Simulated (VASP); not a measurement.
# Ta (Im-3m) in VASP: a series of runs

The runs below take Ta through single point, with PBE.

Everything below comes from runs of VASP 6.6.1. Logs are shortened: lines on timing, memory, paths and dates and some standing lists are left out, and cuts for length are marked.

## Step 1: The cell of the first run

It takes space group Im-3m (No. 229, cubic). Conventional cell: a = 3.257 Å, b = 3.257 Å, c = 3.257 Å, α = 90.00°, β = 90.00°, γ = 90.00°. Ta (site symmetry m-3m) has 14 Ta at 2.82 to 3.26 Å within 3.7 Å.

## Step 2: Single point, PBE

INCAR reads:

```
SYSTEM = Ta
  PREC = Accurate
  ENCUT = 520
  EDIFF = 1E-6
  ISMEAR = 0
  SIGMA = 0.1
  LREAL = .FALSE.
  LASPH = .TRUE.
  NELM = 60
  ALGO = Normal
  ISIF = 2
  LWAVE = .FALSE.
  LCHARG = .TRUE.
  GGA = PE
  LELF = .TRUE.
  LVHAR = .TRUE.
  NBANDS = 12
```

KPOINTS reads:

```
Automatic mesh
0
G
  8 8 8
  0 0 0
```

POSCAR reads:

```
Ta
1.0
   -1.6283441404      1.6283441404      1.6283441404
    1.6283441404     -1.6283441404      1.6283441404
    1.6283441404      1.6283441404     -1.6283441404
Ta
1
Direct
    0.0000000000      0.0000000000      0.0000000000
```

Potentials or basis: VASP PAW PBE potentials, release 64 (Ta_pv).

Started as:

```console
$ cat potpaw_PBE.64/Ta_pv/POTCAR > POTCAR
$ mpirun -np 1 vasp_std > vasp.out
```

OUTCAR:

```text
SYSTEM = Ta
   PREC = Accurate
   ENCUT = 520
   EDIFF = 1E-6
   ISMEAR = 0
   LREAL = .FALSE.
   LASPH = .TRUE.
   NELM = 60
   ISIF = 2
   GGA = PE

 ion  position               nearest neighbor table
   1  0.000  0.000  0.000-

  LATTYP: Found a body centered cubic cell.
 ALAT       =     3.2566882808

  Lattice vectors:

 A1 = (  -1.6283441404,   1.6283441404,   1.6283441404)
 A2 = (   1.6283441404,  -1.6283441404,   1.6283441404)
 A3 = (   1.6283441404,   1.6283441404,  -1.6283441404)

Analysis of symmetry for initial positions (statically):
=====================================================================
 Subroutine PRICEL returns:
 Original cell was already a primitive cell.

 Routine SETGRP: Setting up the symmetry group for a
 body centered cubic supercell.

 Subroutine GETGRP returns: Found 48 space group operations
 (whereof 48 operations were pure point group operations)
 out of a pool of 48 trial point group operations.

The static configuration has the point symmetry O_h .

Analysis of symmetry for dynamics (positions and initial velocities):
=====================================================================
 Subroutine PRICEL returns:
 Original cell was already a primitive cell.

 Routine SETGRP: Setting up the symmetry group for a
 body centered cubic supercell.

 Subroutine GETGRP returns: Found 48 space group operations
 (whereof 48 operations were pure point group operations)
 out of a pool of 48 trial point group operations.

The dynamic configuration has the point symmetry O_h .

 Subroutine INISYM returns: Found 48 space group operations
 (whereof 48 operations are pure point group operations),
 and found     1 'primitive' translations

----------------------------------------------------------------------------------------

                                     Primitive cell

  volume of cell :      17.2702

  direct lattice vectors                    reciprocal lattice vectors
    -1.628344140  1.628344140  1.628344140     0.000000000  0.307060398  0.307060398
     1.628344140 -1.628344140  1.628344140     0.307060398  0.000000000  0.307060398
     1.628344140  1.628344140 -1.628344140     0.307060398  0.307060398  0.000000000

  length of vectors
     2.820374783  2.820374783  2.820374783     0.434248979  0.434248979  0.434248979

  position of ions in fractional coordinates (direct lattice)
     0.000000000  0.000000000  0.000000000

  ion indices of the primitive-cell ions
   primitive index   ion index
                 1           1

----------------------------------------------------------------------------------------

 KPOINTS: Automatic mesh

Automatic generation of k-mesh.
 Grid dimensions read from file:
 generate k-points for:    8    8    8

 Generating k-lattice:

  Cartesian coordinates                     Fractional coordinates (reciprocal lattice)
     0.000000000  0.038382550  0.038382550     0.125000000  0.000000000  0.000000000
     0.038382550  0.000000000  0.038382550     0.000000000  0.125000000  0.000000000
     0.038382550  0.038382550  0.000000000     0.000000000  0.000000000  0.125000000

  Length of vectors
     0.054281122  0.054281122  0.054281122

  Shift w.r.t. Gamma in fractional coordinates (k-lattice)
     0.000000000  0.000000000  0.000000000

 Subroutine IBZKPT returns following result:
 ===========================================

 Found     29 irreducible k-points:

 Following reciprocal coordinates:
            Coordinates               Weight
  0.000000  0.000000  0.000000      1.000000
  0.125000  0.000000  0.000000     12.000000
  0.250000  0.000000  0.000000     12.000000
  0.375000  0.000000  0.000000     12.000000
  0.500000  0.000000  0.000000      6.000000
  0.125000  0.125000  0.000000     24.000000
[... 16 lines left out ...]
 -0.250000  0.250000  0.250000      6.000000
 -0.375000  0.375000  0.250000     24.000000
 [... further k-points ...]
   k-points           NKPTS =     29   k-points in BZ     NKDIM =     29   number of bands    NBANDS=     12
   number of dos      NEDOS =    301   number of ions     NIONS =      1
   total plane-waves  NPLWV =  13824
   dimension x,y,z NGX =    24 NGY =   24 NGZ =   24
   dimension x,y,z NGXF=    48 NGYF=   48 NGZF=   48
   ions per type =               1
   NGX,Y,Z   is equivalent  to a cutoff of  14.15, 14.15, 14.15 a.u.
   NGXF,Y,Z  is equivalent  to a cutoff of  28.29, 28.29, 28.29 a.u.
 SYSTEM =  Ta
   PREC   = accura    normal or accurate (medium, high low for compatibility)
   ISTART =      0    job   : 0-new  1-cont  2-samecut
   ICHARG =      2    charge: 1-file 2-atom 10-const
   ISPIN  =      1    spin polarized calculation?
   LNONCOLLINEAR =      F non collinear calculations
   LSORBIT =      F    spin-orbit coupling
   LASPH  =      T    aspherical Exc in radial PAW
   ENCUT  =  520.0 eV  38.22 Ry    6.18 a.u.   5.24  5.24  5.24*2*pi/ulx,y,z
   NELM   =     60;   NELMIN=  2; NELMDL= -5     # of ELM steps
   EDIFF  = 0.1E-05   stopping-criterion for ELM
   LREAL  =      F    real-space projection
   EDIFFG = 0.1E-04   stopping-criterion for IOM
   NSW    =      0    number of steps for IOM
   IBRION =     -1    ionic relax: 0-MD 1-quasi-New 2-CG
   NFREE  =      0    steps in history (QN), initial steepest desc. (CG)
   ISIF   =      2    stress and relaxation
   ISYM   =      2    0-nonsym 1-usesym 2-fastsym
   POTIM  = 0.5000    time-step for ionic-motion
   TEBEG  =    0.0;   TEEND  =   0.0 temperature during run
   PSTRESS=    0.0 pullay stress
   NELECT =      11.0000    total number of electrons
   NUPDOWN=      -1.0000    fix difference up-down
   EMIN   =  10.00;   EMAX   =-10.00  energy-range for DOS
   EFERMI =   0.00;   METHOD = LEGACY
   ISMEAR =     0;   SIGMA  =   0.10  broadening in eV -4-tet -1-fermi 0-gaus
   EFERMI_NEDOS =   21; number of points for ismear=-14 and -15
   IALGO  =     38    algorithm
   IMIX   =      4    mixing-type and parameters
     AMIX     =   0.40;   BMIX     =  1.00
     AMIX_MAG =   1.60;   BMIX_MAG =  1.00
  volume/ion in A,a.u.               =      17.27       116.55
  Fermi-wavevector in a.u.,A,eV,Ry     =   1.408552  2.661777 26.994211  1.984019
  Thomas-Fermi vector in A             =   2.530698
   LORBIT       =      0    0 simple, 1 ext, 2 COOP (PROOUT), +10 PAW based schemes
   GGA     = PE    functional components
   LHFCALC =     F    Hartree Fock is set to
   AEXX    =    0.0000 exact exchange contribution
   IVDW    =     0    specifies the selected vdW correction
   LEPSILON=     F    determine dielectric tensor
   LRPA    =     F    only Hartree local field effects (RPA)
 non-spin polarized calculation
 Gauss-broadening in eV      SIGMA  =   0.10
  energy-cutoff  :      520.00
  volume of cell :       17.27
 maximum number of plane-waves:       476
 NGX is ok and might be reduce to    24
   NGX = 11   NGY = 11   NGZ = 11

 number of electron      11.0000000 magnetization

 Free energy of the ion-electron system (eV)
  ---------------------------------------------------
  ext. energy  EPLUGINS =         0.00000000
  ---------------------------------------------------
  free energy    TOTEN  =       -11.80914149 eV

  energy without entropy =      -11.80595202  energy(sigma->0) =      -11.80754675

 E-fermi :   5.8122     XC(G=0): -12.8310

 val. band max:        5.7240302468   @ k =   0.2500   0.0000   0.0000
 cond. band min:       5.8542509846   @ k =  -0.2500   0.2500   0.1250
 fundamental gap:      0.1302207378
 Fermi energy:         5.8121606169

 k-point     1 :       0.0000    0.0000    0.0000
  band No.  band energies     occupation
      1     -27.0521      2.00000
      2     -27.0521      2.00000
      3     -27.0521      2.00000
      4      -2.2443      2.00000
      5       6.5749      0.00000
      6       6.5749      0.00000
      7       6.5749      0.00000
      8       9.9975      0.00000
      9       9.9975      0.00000
     10      20.7007      0.00000
     11      21.0402      0.00000
     12      21.0402      0.00000

 k-point     2 :       0.1250    0.0000    0.0000
  band No.  band energies     occupation
      1     -27.2666      2.00000
      2     -27.1175      2.00000
      3     -27.0535      2.00000
      4      -1.5325      2.00000
      5       6.1265      0.00001
      6       6.3828      0.00000
      7       7.2918      0.00000
      8       9.4250      0.00000
      9      10.0088      0.00000
     10      20.7003      0.00000
     11      21.6171      0.00000
     12      22.2861      0.00000

 k-point     3 :       0.2500    0.0000    0.0000
  band No.  band energies     occupation
      1     -27.7579      2.00000
      2     -27.2724      2.00000
      3     -27.0570      2.00000
      4       0.1351      2.00000
      5       5.2105      2.00000
      6       5.7240      1.78736
      7       9.3236      0.00000
      8       9.3903      0.00000
      9      10.1926      0.00000
     10      20.6970      0.00000
     11      21.3495      0.00000
     12      23.2335      0.00000
[... 286 lines left out ...]
 k-point    23 :      -0.2500    0.2500    0.2500
  band No.  band energies     occupation
      1     -27.7855      2.00000
      2     -27.5114      2.00000
      3     -27.5114      2.00000
      4       2.1062      2.00000
      5       4.7612      2.00000
      6       7.1374      0.00000
      7       7.1374      0.00000
      8       9.1664      0.00000
      9      11.1395      0.00000
     10      20.6692      0.00000
     11      20.9383      0.00000
     12      26.0486      0.00000

 k-point    24 :      -0.3750    0.3750    0.2500
  band No.  band energies     occupation
      1     -28.0581      2.00000
      2     -27.6743      2.00000
      3     -27.5535      2.00000
      4       2.9189      2.00000
      5       3.7115      2.00000
      6       7.1451      0.00000
      7       7.8702      0.00000
      8      11.5296      0.00000
      9      11.6857      0.00000
     10      20.4402      0.00000
     11      20.7439      0.00000
     12      22.8678      0.00000

 [... further k-points ...]
[... 5 lines left out ...]
  --------------------------------------------------------------------------------------
  -------------------------------------------------------------------------------------
  Total        1.1594897      1.1594897      1.1594897      0.0000000      0.0000000      0.0000000
  in kB      107.5669568    107.5669568    107.5669568      0.0000000      0.0000000      0.0000000
  external PRESSURE =     107.5669568 kB  Pullay stress =       0.0000000 kB

 VOLUME and BASIS-vectors are now :
 -----------------------------------------------------------------------------
  energy-cutoff  :      520.00
  volume of cell :       17.27
      direct lattice vectors                 reciprocal lattice vectors
    -1.628344140  1.628344140  1.628344140     0.000000000  0.307060398  0.307060398
     1.628344140 -1.628344140  1.628344140     0.307060398  0.000000000  0.307060398
     1.628344140  1.628344140 -1.628344140     0.307060398  0.307060398  0.000000000

 POSITION                                       TOTAL-FORCE (eV/Angst)
 -----------------------------------------------------------------------------------
      0.00000      0.00000      0.00000        -0.000000      0.000000      0.000000
 -----------------------------------------------------------------------------------
    total drift:                               -0.000000      0.000000      0.000000

  FREE ENERGIE OF THE ION-ELECTRON SYSTEM (eV)
  ---------------------------------------------------
  free  energy   TOTEN  =       -11.8091414901 eV

  energy  without entropy=      -11.8059520185  energy(sigma->0) =      -11.80754675
```

Wall time 7.8 s (1 thread of Intel Xeon 6975P-C, shared host); peak memory 0.14 GiB.

What came out:

```yaml
Free_energy: -11.8091 eV
Pressure: 10.8 GPa
```

Levels at points of the mesh, in eV from the Fermi level:
```csv
k point,band 1,band 2,band 3,band 4,band 5,band 6,band 7,band 8,band 9,band 10
"(0.00, 0.00, 0.00)",-32.86,-32.86,-32.86,-8.06,0.76,0.76,0.76,4.19,4.19,14.89
"(0.50, 0.00, 0.00)",-34.21,-33.30,-32.87,-4.55,-1.64,1.81,4.10,5.18,8.25,12.16
"(0.50, 0.50, 0.50)",-33.80,-33.80,-33.80,-4.04,-4.04,7.22,7.22,7.22,9.07,9.07
```

Caveat: spin-orbit coupling is left out, which moves the levels of the heavy elements.

## Step 3: Single point, PBE

This run uses another cell than the first one, of 16.64 Å³/atom, 0.963 times its volume.

INCAR reads:

```
SYSTEM = Ta
PREC = Accurate
ENCUT = 520
EDIFF = 1E-7
ISMEAR = 0
SIGMA = 0.1
LREAL = .False.
LASPH = .True.
NELM = 60
ALGO = Normal
ISIF = 2
LWAVE = .False.
LCHARG = .False.
GGA = PE
NBANDS = 12
```

KPOINTS reads:

```
regular mesh
0
Gamma
  8 8 8
  0 0 0
```

POSCAR reads:

```
Ta
1.0
   -1.6081817416      1.6081817416      1.6081817416
    1.6081817416     -1.6081817416      1.6081817416
    1.6081817416      1.6081817416     -1.6081817416
Ta
1
Direct
    0.0000000000      0.0000000000      0.0000000000
```

Potentials or basis: VASP PAW PBE potentials, release 64 (Ta_pv).

Started as:

```console
$ cat potpaw_PBE.64/Ta_pv/POTCAR > POTCAR
$ mpirun -np 1 vasp_std > vasp.out
```

Run time: 8.1 s. Hardware: 1 thread of Intel Xeon 6975P-C, shared host; peak memory 0.14 GiB.

It converged, with:

```yaml
Free_energy: -11.7470 eV
Pressure: 20.9 GPa
```

Levels at points of the mesh, in eV from the Fermi level:
| k point | band 1 | band 2 | band 3 | band 4 | band 5 | band 6 | band 7 | band 8 | band 9 | band 10 |
| --- | --- | --- | --- | --- | --- | --- | --- | --- | --- | --- |
| (0.00, 0.00, 0.00) | -32.68 | -32.68 | -32.68 | -8.15 | 0.79 | 0.79 | 0.79 | 4.35 | 4.35 | 15.45 |
| (0.50, 0.00, 0.00) | -34.20 | -33.17 | -32.70 | -4.68 | -1.73 | 2.05 | 4.30 | 5.42 | 8.67 | 12.38 |
| (0.50, 0.50, 0.50) | -33.73 | -33.73 | -33.73 | -4.24 | -4.24 | 7.58 | 7.58 | 7.58 | 9.49 | 9.49 |

Caveat: spin-orbit coupling is left out, which moves the levels of the heavy elements.

## Step 4: Single point, PBE

This run uses another cell than the first one, of 16.64 Å³/atom, 0.963 times its volume.

INCAR reads:

```
PREC     = Accurate       # precision mode
ENCUT    = 520            # plane-wave cutoff, eV
EDIFF    = 1E-7           # SCF threshold, eV
ISMEAR   = 0              # smearing method
SIGMA    = 0.1            # smearing width, eV
LREAL    = F              # projectors in reciprocal space
LASPH    = T              # aspherical terms in the spheres
NELM     = 80             # most SCF steps
ALGO     = Normal         # electronic algorithm
ISIF     = 2              # what is computed and relaxed
LWAVE    = F              # write WAVECAR
LCHARG   = T              # write CHGCAR
GGA      = PE             # functional
LELF     = T              # ELF
LVHAR    = T            
NBANDS   = 12             # bands
```

KPOINTS reads:

```
Automatic mesh
0
Gamma
  8 8 8
```

POSCAR is that of step 3.

Started as:

```console
$ cat potpaw_PBE.64/Ta_pv/POTCAR > POTCAR
$ mpirun -np 1 vasp_std > vasp.out
```

It took 8 s on 1 thread of Intel Xeon 6975P-C, shared host; peak memory 0.14 GiB.

The run converged. Its results:

```
Free energy : -11.7470 eV
Pressure    : 20.9 GPa
```

Levels at points of the mesh, in eV from the Fermi level:
```tsv
k point	band 1	band 2	band 3	band 4	band 5	band 6	band 7	band 8	band 9	band 10
(0.00, 0.00, 0.00)	-32.68	-32.68	-32.68	-8.15	0.79	0.79	0.79	4.35	4.35	15.45
(0.50, 0.00, 0.00)	-34.20	-33.17	-32.70	-4.68	-1.73	2.05	4.30	5.42	8.67	12.38
(0.50, 0.50, 0.50)	-33.73	-33.73	-33.73	-4.24	-4.24	7.58	7.58	7.58	9.49	9.49
```

Caveat: spin-orbit coupling is left out, which moves the levels of the heavy elements.
